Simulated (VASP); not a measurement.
# ZnO (P6_3mc) in VASP: notebook

Runs on ZnO. Level: PBEsol. Tasks: single point.

Program: VASP 6.6.1. These are calculated values, not measurements. Logs are shortened: lines on timing, memory, paths and dates and some standing lists are left out, and cuts for length are marked.

**The experiment to reproduce.**

From “Electronic structure of alkaline earth and post-transition metal oxides”, 2009, arxiv:0908.1581, for a bulk crystal of ZnO: band gap 3.37 eV.

The results are compared with them further down.

## (1) The cell of the first run

Symmetry: P6_3mc, No. 186, hexagonal system. The conventional cell has a = 3.165 Å, b = 3.165 Å, c = 5.110 Å, α = 90.00°, β = 90.00°, γ = 120.00°. Zn (site symmetry 3m) has 4 O at 1.93 to 1.94 Å within 2.6 Å. Within 2.6 Å of O (site symmetry 3m) lie 4 Zn at 1.93 to 1.94 Å.

## (2) Single point, PBEsol

INCAR

```
ALGO = Normal
EDIFF = 1E-7
ENCUT = 520
GGA = PS
ISIF = 2
ISMEAR = -1
LASPH = True
LCHARG = False
LREAL = False
LWAVE = False
NBANDS = 26
NELM = 80
PREC = Accurate
SIGMA = 0.05
```

KPOINTS

```
k-points
0
Gamma
  9 9 5
```

POSCAR

```
ZnO
1.0
    3.1652561632      0.0000000000      0.0000000000
   -1.5826280816      2.7411922468      0.0000000000
    0.0000000000      0.0000000000      5.1101945519
Zn O
2 2
Direct
    0.6666666667      0.3333333333      0.0001010225
    0.3333333333      0.6666666667      0.5001010225
    0.3333333333      0.6666666667      0.8789089775
    0.6666666667      0.3333333333      0.3789089775
```

Potentials or basis: VASP PAW PBE potentials, release 64 (Zn, O).

The run is started by

```console
$ cat potpaw_PBE.64/Zn/POTCAR potpaw_PBE.64/O/POTCAR > POTCAR
$ mpirun -np 1 vasp_std > vasp.out
```

OUTCAR:

```text
EDIFF = 1E-7
   ENCUT = 520
   GGA = PS
   ISIF = 2
   ISMEAR = -1
   LASPH = True
   LREAL = False
   NELM = 80
   PREC = Accurate

 ion  position               nearest neighbor table
   1  0.667  0.333  0.000-   3 1.93   3 1.93   3 1.93   4 1.94
   2  0.333  0.667  0.500-   4 1.93   4 1.93   4 1.93   3 1.94
   3  0.333  0.667  0.879-   1 1.93   1 1.93   1 1.93   2 1.94
   4  0.667  0.333  0.379-   2 1.93   2 1.93   2 1.93   1 1.94

  LATTYP: Found a hexagonal cell.
 ALAT       =     3.1652561632
 C/A-ratio  =     1.6144647663

  Lattice vectors:

 A1 = (   3.1652561632,   0.0000000000,   0.0000000000)
 A2 = (  -1.5826280816,   2.7411922468,   0.0000000000)
 A3 = (   0.0000000000,   0.0000000000,   5.1101945519)

Analysis of symmetry for initial positions (statically):
=====================================================================
 Subroutine PRICEL returns:
 Original cell was already a primitive cell.

 Routine SETGRP: Setting up the symmetry group for a
 hexagonal supercell.

 Subroutine GETGRP returns: Found 12 space group operations
 (whereof  6 operations were pure point group operations)
 out of a pool of 24 trial point group operations.

The static configuration has the point symmetry C_3v.
 The point group associated with its full space group is C_6v.

Analysis of symmetry for dynamics (positions and initial velocities):
=====================================================================
 Subroutine PRICEL returns:
 Original cell was already a primitive cell.

 Routine SETGRP: Setting up the symmetry group for a
 hexagonal supercell.

 Subroutine GETGRP returns: Found 12 space group operations
 (whereof  6 operations were pure point group operations)
 out of a pool of 24 trial point group operations.

The dynamic configuration has the point symmetry C_3v.
 The point group associated with its full space group is C_6v.

 Subroutine INISYM returns: Found 12 space group operations
 (whereof  6 operations are pure point group operations),
 and found     1 'primitive' translations

----------------------------------------------------------------------------------------

                                     Primitive cell

  volume of cell :      44.3390

  direct lattice vectors                    reciprocal lattice vectors
[... 89 lines left out ...]
   ENCUT  =  520.0 eV  38.22 Ry    6.18 a.u.   5.89  5.89  9.50*2*pi/ulx,y,z
   NELM   =     80;   NELMIN=  2; NELMDL= -5     # of ELM steps
   EDIFF  = 0.1E-06   stopping-criterion for ELM
   LREAL  =      F    real-space projection
   EDIFFG = 0.1E-05   stopping-criterion for IOM
   NSW    =      0    number of steps for IOM
   IBRION =     -1    ionic relax: 0-MD 1-quasi-New 2-CG
   NFREE  =      0    steps in history (QN), initial steepest desc. (CG)
   ISIF   =      2    stress and relaxation
   ISYM   =      2    0-nonsym 1-usesym 2-fastsym
   POTIM  = 0.5000    time-step for ionic-motion
   TEBEG  =    0.0;   TEEND  =   0.0 temperature during run
   PSTRESS=    0.0 pullay stress
   NELECT =      36.0000    total number of electrons
   NUPDOWN=      -1.0000    fix difference up-down
   EMIN   =  10.00;   EMAX   =-10.00  energy-range for DOS
   EFERMI =   0.00;   METHOD = LEGACY
   ISMEAR =    -1;   SIGMA  =   0.05  broadening in eV -4-tet -1-fermi 0-gaus
   EFERMI_NEDOS =   21; number of points for ismear=-14 and -15
   IALGO  =     38    algorithm
   IMIX   =      4    mixing-type and parameters
     AMIX     =   0.40;   BMIX     =  1.00
     AMIX_MAG =   1.60;   BMIX_MAG =  1.00
  volume/ion in A,a.u.               =      11.08        74.80
  Fermi-wavevector in a.u.,A,eV,Ry     =   1.527263  2.886108 31.736014  2.332531
  Thomas-Fermi vector in A             =   2.635183
   LORBIT       =      0    0 simple, 1 ext, 2 COOP (PROOUT), +10 PAW based schemes
   GGA     = PS    functional components
   LHFCALC =     F    Hartree Fock is set to
   AEXX    =    0.0000 exact exchange contribution
   IVDW    =     0    specifies the selected vdW correction
   LEPSILON=     F    determine dielectric tensor
   LRPA    =     F    only Hartree local field effects (RPA)
 non-spin polarized calculation
  energy-cutoff  :      520.00
  volume of cell :       44.34
 maximum number of plane-waves:      1204
 NGX is ok and might be reduce to    24
   NGX = 11   NGY = 11   NGZ = 19

 number of electron      35.9999967 magnetization

 Free energy of the ion-electron system (eV)
  ---------------------------------------------------
  ext. energy  EPLUGINS =         0.00000000
  ---------------------------------------------------
  free energy    TOTEN  =       -19.30494875 eV

  energy without entropy =      -19.30494474  energy(sigma->0) =      -19.30494675

 E-fermi :   2.1541     XC(G=0): -11.5724

 val. band max:        1.7305065281   @ k =   0.0000   0.0000   0.0000
 cond. band min:       2.5064651473   @ k =   0.0000   0.0000   0.0000
 fundamental gap:      0.7759586192
 Fermi energy:         2.1540512906

 k-point     1 :       0.0000    0.0000    0.0000
  band No.  band energies     occupation
      1     -16.9279      2.00000
      2     -16.0714      2.00000
      3      -4.5890      2.00000
      4      -4.3742      2.00000
      5      -4.3742      2.00000
      6      -4.3255      2.00000
[... 685 lines left out ...]
     25      15.3410      0.00000
     26      16.8902      0.00000

 [... further k-points ...]

------------------------ aborting loop because EDIFF is reached ----------------------------------------

  FORCE on cell =-STRESS in cart. coord.  units (eV):
  Direction    XX          YY          ZZ          XY          YZ          ZX
  --------------------------------------------------------------------------------------
  -------------------------------------------------------------------------------------
  Total        3.1537859      3.1537859      3.1537254      0.0000000      0.0000000      0.0000000
  in kB      113.9611956    113.9611956    113.9590113      0.0000000      0.0000000      0.0000000
  external PRESSURE =     113.9604675 kB  Pullay stress =       0.0000000 kB

 VOLUME and BASIS-vectors are now :
 -----------------------------------------------------------------------------
  energy-cutoff  :      520.00
  volume of cell :       44.34
      direct lattice vectors                 reciprocal lattice vectors
     3.165256163  0.000000000  0.000000000     0.315930196  0.182402384  0.000000000
    -1.582628082  2.741192247  0.000000000     0.000000000  0.364804767  0.000000000
     0.000000000  0.000000000  5.110194552     0.000000000  0.000000000  0.195687266

 POSITION                                       TOTAL-FORCE (eV/Angst)
 -----------------------------------------------------------------------------------
      1.58263      0.91373      0.00052         0.000000     -0.000000      0.001243
     -0.00000      1.82746      2.55561        -0.000000      0.000000      0.001243
     -0.00000      1.82746      4.49140         0.000000      0.000000     -0.001243
      1.58263      0.91373      1.93630        -0.000000     -0.000000     -0.001243
 -----------------------------------------------------------------------------------
    total drift:                                0.000000      0.000001     -0.000085

  FREE ENERGIE OF THE ION-ELECTRON SYSTEM (eV)
  ---------------------------------------------------
  free  energy   TOTEN  =       -19.3049487541 eV

  energy  without entropy=      -19.3049447402  energy(sigma->0) =      -19.30494675
```

OSZICAR:

```text
N       E                     dE             d eps       ncg     rms          rms(c)
DAV:   1     0.299117842635E+03    0.29912E+03   -0.18111E+04  1880   0.207E+03
DAV:   2     0.101481884400E+02   -0.28897E+03   -0.27127E+03  1946   0.420E+02
DAV:   3    -0.215242797959E+02   -0.31672E+02   -0.31165E+02  2098   0.142E+02
DAV:   4    -0.221279951160E+02   -0.60372E+00   -0.60244E+00  2094   0.198E+01
DAV:   5    -0.221310062704E+02   -0.30112E-02   -0.30110E-02  2078   0.146E+00    0.158E+01
DAV:   6    -0.191701467874E+02    0.29609E+01   -0.54718E+00  2948   0.589E+01    0.103E+01
DAV:   7    -0.193508826869E+02   -0.18074E+00   -0.26186E+00  1922   0.156E+01    0.602E+00
DAV:   8    -0.193497570437E+02    0.11256E-02   -0.45495E-01  2766   0.707E+00    0.159E+00
DAV:   9    -0.193027617179E+02    0.46995E-01   -0.88266E-02  2776   0.598E+00    0.324E-01
DAV:  10    -0.193049636619E+02   -0.22019E-02   -0.36662E-02  1904   0.132E+00    0.121E-01
DAV:  11    -0.193049218858E+02    0.41776E-04   -0.67431E-04  2262   0.329E-01    0.293E-02
DAV:  12    -0.193049513539E+02   -0.29468E-04   -0.57470E-05  2340   0.138E-01    0.185E-02
DAV:  13    -0.193049495053E+02    0.18486E-05   -0.12431E-05  2572   0.103E-01    0.764E-03
DAV:  14    -0.193049492380E+02    0.26729E-06   -0.40421E-06  1998   0.271E-02    0.418E-03
DAV:  15    -0.193049488010E+02    0.43699E-06   -0.94990E-07  2228   0.893E-03    0.634E-04
DAV:  16    -0.193049487541E+02    0.46921E-07   -0.37142E-08   962   0.213E-03
   1 F= -.19304949E+02 E0= -.19304947E+02  d E =-.401387E-05
```

stdout:

```text
POSCAR found type information on POSCAR ZnO
 POSCAR found :  2 types and       4 ions
 scaLAPACK will be used
 -----------------------------------------------------------------------------
|                                                                             |
|                                                                             |
|     You enforced a specific xc type in the INCAR file but a different       |
|     I HOPE YOU KNOW WHAT YOU ARE DOING!                                     |
|                                                                             |
 -----------------------------------------------------------------------------

 LDA part: xc-table for (Slater+PW92), standard interpolation
 POSCAR, INCAR and KPOINTS ok, starting setup
 FFT: planning ... GRIDC
 FFT: planning ... GRID_SOFT
 FFT: planning ... GRID
 WAVECAR not read
 entering main loop
```

Wall time 19 s (1 thread of Intel Xeon 6975P-C (Granite Rapids), shared host); peak memory 0.17 GiB.

What came out:

```
Free energy            : -19.3049 eV
Pressure               : 11.4 GPa
Band gap on the k mesh : 0.78 eV
```

Caveat: the cell stands under pressure; the PAW data sets were made with another functional, which shifts forces and pressure a little.

## (3) Single point, PBEsol

This run uses another cell than the first one, of 11.40 Å³/atom.

INCAR

```
SYSTEM = ZnO
PREC     = Accurate       ! precision mode
ENCUT    = 520            ! plane-wave cutoff, eV
EDIFF    = 1E-6           ! SCF threshold, eV
ISMEAR   = -1             ! smearing method
SIGMA    = 0.05           ! smearing width, eV
LREAL    = .False.        ! projectors in reciprocal space
LASPH    = .True.         ! aspherical terms in the spheres
NELM     = 80             ! most SCF steps
ALGO     = Normal         ! electronic algorithm
ISIF     = 2              ! what is computed and relaxed
LWAVE    = .False.        ! write WAVECAR
LCHARG   = .False.        ! write CHGCAR
GGA      = PS             ! functional
NBANDS   = 26             ! bands
```

KPOINTS

```
regular mesh
0
Gamma
  9 9 5
  0 0 0
```

POSCAR

```
ZnO
1.0
    3.1950982411      0.0000000000      0.0000000000
   -1.5975491205      2.7670362443      0.0000000000
    0.0000000000      0.0000000000      5.1583196151
Zn O
2 2
Direct
    0.6666666667      0.3333333333      0.0000882806
    0.3333333333      0.6666666667      0.5000882806
    0.3333333333      0.6666666667      0.8789217194
    0.6666666667      0.3333333333      0.3789217194
```

Potentials or basis: VASP PAW PBE potentials, release 64 (Zn, O).

The run is started by

```console
$ cat potpaw_PBE.64/Zn/POTCAR potpaw_PBE.64/O/POTCAR > POTCAR
$ mpirun -np 1 vasp_std > vasp.out
```

It took 16 s on 1 thread of Intel Xeon 6975P-C (Granite Rapids), shared host; peak memory 0.17 GiB.

It converged, with:

- Free energy: -19.3754 eV
- Pressure: 6.1 GPa
- Band gap on the k mesh: 0.74 eV

Levels at points of the mesh, in eV from the valence-band top:
| k point | band 14 | band 15 | band 16 | band 17 | band 18 | band 19 | band 20 | band 21 | band 22 | band 23 |
| --- | --- | --- | --- | --- | --- | --- | --- | --- | --- | --- |
| (0.00, 0.00, 0.00) | -0.85 | -0.85 | -0.10 | 0.00 | 0.00 | 0.74 | 5.27 | 8.21 | 13.00 | 13.00 |

Caveat: the cell stands under pressure; the PAW data sets were made with another functional, which shifts forces and pressure a little. Expect the measured gap to be larger: semilocal functionals such as PBEsol lack the derivative discontinuity.

[end of part 1 of 2]
